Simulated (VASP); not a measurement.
# MoS2 (P-3m1) in VASP: a series of runs

The runs below take MoS2 through single point, with PBE+D3(BJ).

Program: VASP 6.6.1. These are calculated values, not measurements. Logs are shortened: lines on timing, memory, paths and dates and some standing lists are left out, and cuts for length are marked.

### 1 The cell of the first run

Symmetry: P-3m1, No. 164, trigonal system. The conventional cell has a = 3.149 Å, b = 3.149 Å, c = 12.094 Å, α = 90.00°, β = 90.00°, γ = 120.00°. Within 3.2 Å of Mo (site symmetry 3m) lie 6 S at 2.40 Å and 6 Mo at 3.15 Å. S (site symmetry 3m) has 3 Mo at 2.40 Å and 7 S at 3.13 to 3.15 Å within 3.2 Å. S (site symmetry 3m) has 3 Mo at 2.40 Å and 7 S at 3.13 to 3.15 Å within 3.2 Å.

### 2 Single point, PBE+D3(BJ)

File INCAR:

```
ALGO     = Normal         # electronic algorithm
EDIFF    = 1E-6           # SCF threshold, eV
ENCUT    = 520            # plane-wave cutoff, eV
GGA      = PE             # functional
ISIF     = 2              # what is computed and relaxed
ISMEAR   = 0              # smearing method
IVDW     = 12             # dispersion correction
LASPH    = T              # aspherical terms in the spheres
LCHARG   = T              # write CHGCAR
LELF     = T              # ELF
LREAL    = F              # projectors in reciprocal space
LVHAR    = T            
LWAVE    = F              # write WAVECAR
NBANDS   = 35             # bands
NELM     = 60             # most SCF steps
PREC     = Accurate       # precision mode
SIGMA    = 0.01           # smearing width, eV
```

File KPOINTS:

```
k-points
0
Gamma
  12 12 4
```

File POSCAR:

```
MoS2
1.0
    3.1492851961      0.0000000000      0.0000000000
   -1.5746425981      2.7273609836      0.0000000000
    0.0000000000      0.0000000000     12.0938541965
Mo S
2 4
Direct
    0.6666666667      0.3333333333      0.2497815320
    0.3333333333      0.6666666667      0.7502184680
    0.3333333333      0.6666666667      0.3792570582
    0.6666666667      0.3333333333      0.8796933298
    0.3333333333      0.6666666667      0.1203066702
    0.6666666667      0.3333333333      0.6207429418
```

Potentials or basis: VASP PAW PBE potentials, release 64 (Mo_sv, S).

Command:

```console
$ cat potpaw_PBE.64/Mo_sv/POTCAR potpaw_PBE.64/S/POTCAR > POTCAR
$ mpirun -np 1 vasp_std > vasp.out
```

OUTCAR:

```text
EDIFF = 1E-6
   ENCUT = 520
   GGA = PE
   ISIF = 2
   ISMEAR = 0
   IVDW = 12
   LASPH = T
   LREAL = F
   NELM = 60
   PREC = Accurate
 IVDW          = 12

 ion  position               nearest neighbor table
   1  0.667  0.333  0.250-   5 2.40   5 2.40   5 2.40   3 2.40   3 2.40   3 2.40
   2  0.333  0.667  0.750-   4 2.40   4 2.40   4 2.40   6 2.40   6 2.40   6 2.40
   3  0.333  0.667  0.379-   1 2.40   1 2.40   1 2.40
   4  0.667  0.333  0.880-   2 2.40   2 2.40   2 2.40
   5  0.333  0.667  0.120-   1 2.40   1 2.40   1 2.40
   6  0.667  0.333  0.621-   2 2.40   2 2.40   2 2.40

  LATTYP: Found a hexagonal cell.
 ALAT       =     3.1492851961
 C/A-ratio  =     3.8401902157

  Lattice vectors:

 A1 = (   3.1492851961,   0.0000000000,   0.0000000000)
 A2 = (  -1.5746425981,   2.7273609836,   0.0000000000)
 A3 = (   0.0000000000,   0.0000000000,  12.0938541965)

Analysis of symmetry for initial positions (statically):
=====================================================================
 Subroutine PRICEL returns:
 Original cell was already a primitive cell.

 Routine SETGRP: Setting up the symmetry group for a
 hexagonal supercell.

 Subroutine GETGRP returns: Found 12 space group operations
 (whereof 12 operations were pure point group operations)
 out of a pool of 24 trial point group operations.

The static configuration has the point symmetry D_3d.

Analysis of symmetry for dynamics (positions and initial velocities):
=====================================================================
 Subroutine PRICEL returns:
 Original cell was already a primitive cell.

 Routine SETGRP: Setting up the symmetry group for a
 hexagonal supercell.

 Subroutine GETGRP returns: Found 12 space group operations
 (whereof 12 operations were pure point group operations)
 out of a pool of 24 trial point group operations.

The dynamic configuration has the point symmetry D_3d.

 Subroutine INISYM returns: Found 12 space group operations
 (whereof 12 operations are pure point group operations),
 and found     1 'primitive' translations

----------------------------------------------------------------------------------------

                                     Primitive cell

[... 90 lines left out ...]
   ISTART =      0    job   : 0-new  1-cont  2-samecut
   ICHARG =      2    charge: 1-file 2-atom 10-const
   ISPIN  =      1    spin polarized calculation?
   LNONCOLLINEAR =      F non collinear calculations
   LSORBIT =      F    spin-orbit coupling
   LASPH  =      T    aspherical Exc in radial PAW
   ENCUT  =  520.0 eV  38.22 Ry    6.18 a.u.   5.86  5.86 22.49*2*pi/ulx,y,z
   NELM   =     60;   NELMIN=  2; NELMDL= -5     # of ELM steps
   EDIFF  = 0.1E-05   stopping-criterion for ELM
   LREAL  =      F    real-space projection
[... 7 lines left out ...]
   TEBEG  =    0.0;   TEEND  =   0.0 temperature during run
   PSTRESS=    0.0 pullay stress
   NELECT =      52.0000    total number of electrons
   NUPDOWN=      -1.0000    fix difference up-down
   EMIN   =  10.00;   EMAX   =-10.00  energy-range for DOS
   EFERMI =   0.00;   METHOD = LEGACY
   ISMEAR =     0;   SIGMA  =   0.01  broadening in eV -4-tet -1-fermi 0-gaus
   EFERMI_NEDOS =   21; number of points for ismear=-14 and -15
   IALGO  =     38    algorithm
   IMIX   =      4    mixing-type and parameters
     AMIX     =   0.40;   BMIX     =  1.00
     AMIX_MAG =   1.60;   BMIX_MAG =  1.00
  volume/ion in A,a.u.               =      17.31       116.83
  Fermi-wavevector in a.u.,A,eV,Ry     =   1.299879  2.456415 22.989556  1.689685
  Thomas-Fermi vector in A             =   2.431114
   LORBIT       =      0    0 simple, 1 ext, 2 COOP (PROOUT), +10 PAW based schemes
   GGA     = PE    functional components
   LHFCALC =     F    Hartree Fock is set to
   AEXX    =    0.0000 exact exchange contribution
   IVDW    =    12    specifies the selected vdW correction
   LEPSILON=     F    determine dielectric tensor
   LRPA    =     F    only Hartree local field effects (RPA)
 non-spin polarized calculation
 Gauss-broadening in eV      SIGMA  =   0.01
  energy-cutoff  :      520.00
  volume of cell :      103.88
 maximum number of plane-waves:      2820
   NGX = 11   NGY = 11   NGZ = 45

 number of electron      52.0000002 magnetization

 Free energy of the ion-electron system (eV)
  ---------------------------------------------------
  ext. energy  EPLUGINS =         0.00000000
  ---------------------------------------------------
  free energy    TOTEN  =       -43.54609513 eV

  energy without entropy =      -43.54609513  energy(sigma->0) =      -43.54609513

 E-fermi :   8.0438     XC(G=0): -11.0127

 val. band max:        7.9414725573   @ k =   0.0000   0.0000   0.0000
 cond. band min:       8.7434129242   @ k =   0.1667   0.1667   0.0000
 fundamental gap:      0.8019403670
 Fermi energy:         8.0438419934

 k-point     1 :       0.0000    0.0000    0.0000
  band No.  band energies     occupation
      1     -53.5949      2.00000
      2     -53.5949      2.00000
      3     -27.7587      2.00000
      4     -27.7586      2.00000
      5     -27.5171      2.00000
      6     -27.5171      2.00000
[... 901 lines left out ...]
     34      10.7242      0.00000
     35      15.2015      0.00000

 [... further k-points ...]

------------------------ aborting loop because EDIFF is reached ----------------------------------------

 Edisp (eV)   -2.62427

 E8    (eV) :    -1.0581

  FORCE on cell =-STRESS in cart. coord.  units (eV):
  Direction    XX          YY          ZZ          XY          YZ          ZX
  --------------------------------------------------------------------------------------
  -------------------------------------------------------------------------------------
  Total      -0.08279    -0.08279    -0.13349     0.00000     0.00000     0.00000
  in kB      -1.27699    -1.27699    -2.05888     0.00000     0.00000     0.00000
  external pressure =       -1.54 kB  Pullay stress =        0.00 kB

 VOLUME and BASIS-vectors are now :
 -----------------------------------------------------------------------------
  energy-cutoff  :      520.00
  volume of cell :      103.88
      direct lattice vectors                 reciprocal lattice vectors
     3.149285196  0.000000000  0.000000000     0.317532373  0.183327401  0.000000000
    -1.574642598  2.727360984  0.000000000     0.000000000  0.366654801  0.000000000
     0.000000000  0.000000000 12.093854197     0.000000000  0.000000000  0.082686626

 POSITION                                       TOTAL-FORCE (eV/Angst)
 -----------------------------------------------------------------------------------
      1.57464      0.90912      3.02082        -0.000000      0.000000      0.001345
     -0.00000      1.81824      9.07303         0.000000     -0.000000     -0.001345
     -0.00000      1.81824      4.58668        -0.000000     -0.000000     -0.010263
      1.57464      0.90912     10.63888        -0.000000     -0.000000     -0.015027
     -0.00000      1.81824      1.45497         0.000000      0.000000      0.015027
      1.57464      0.90912      7.50717         0.000000      0.000000      0.010263
 -----------------------------------------------------------------------------------
    total drift:                                0.000000     -0.000000     -0.000000

  FREE ENERGIE OF THE ION-ELECTRON SYSTEM (eV)
  ---------------------------------------------------
  free  energy   TOTEN  =       -46.1703681519 eV

  energy  without entropy=      -46.1703681519  energy(sigma->0) =      -46.17036815
```

stdout:

```text
POSCAR found type information on POSCAR MoS
 POSCAR found :  2 types and       6 ions
 scaLAPACK will be used
 LDA part: xc-table for (Slater+PW92), standard interpolation
 POSCAR, INCAR and KPOINTS ok, starting setup
 FFT: planning ... GRIDC
 FFT: planning ... GRID_SOFT
 FFT: planning ... GRID
 WAVECAR not read
 entering main loop
```

Run time: 3.1 min. Hardware: 1 thread of Intel Xeon Platinum 8259CL at 2.50GHz (Skylake/Cascade Lake), shared host; peak memory 0.35 GiB.

What came out:

```
Free energy                : -46.1704 eV
Pressure                   : -0.2 GPa
Largest force              : 0.015 eV/Å
Band gap on the k mesh     : 0.80 eV (least direct gap 1.71 eV)
Dispersion energy per atom : -0.437 eV
```

Forces in eV/Å, atoms in the order of the input:
```
Mo   0.000  0.000  0.001
Mo   0.000  0.000 -0.001
S    0.000  0.000 -0.010
S    0.000  0.000 -0.015
S    0.000  0.000  0.015
S    0.000  0.000  0.010
```

A k mesh can miss the band edges.

(Continued in part 2 of 2.)
